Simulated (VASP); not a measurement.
Crystal: CaSe.

```
Ca Se
1.0
     0.00000    2.96754    2.96754
     3.06457    0.00000    2.96754
     3.06457    2.96754    0.00000
Ca Se
1 1
Direct
  0.00000 0.00000 0.00000
  0.50000 0.50000 0.50000
```

This cell differs from its parent crystal: uniaxial x strain +3.3%.

Base run:

```yaml
Program: VASP 6.6.1
Functional: r2SCAN
Potentials_or_basis: VASP PAW PBE potentials, release 64 (Ca_sv, Se)
Cutoff: 550 eV
k_mesh: 8 × 8 × 8
Occupations: gaussian, width 0.01 eV
Spin: no spin polarisation
```

Its results: band gap on the k mesh 2.58 eV (least direct gap 3.44 eV); pressure -1.2 GPa.

Problem. The run is repeated on the same cell with these changes: functional from r2SCAN to PBE; cutoff from 550 eV to 500 eV; occupations from gaussian, width 0.01 eV to fermi-dirac, width 0.02 eV. What comes out?

Solution. Band gap on the k mesh 2.11 eV (least direct gap 2.95 eV); pressure -0.7 GPa.

Caveats: the PAW data sets were made with another functional, which shifts forces and pressure a little (at least some runs).

A k mesh can miss the band edges.
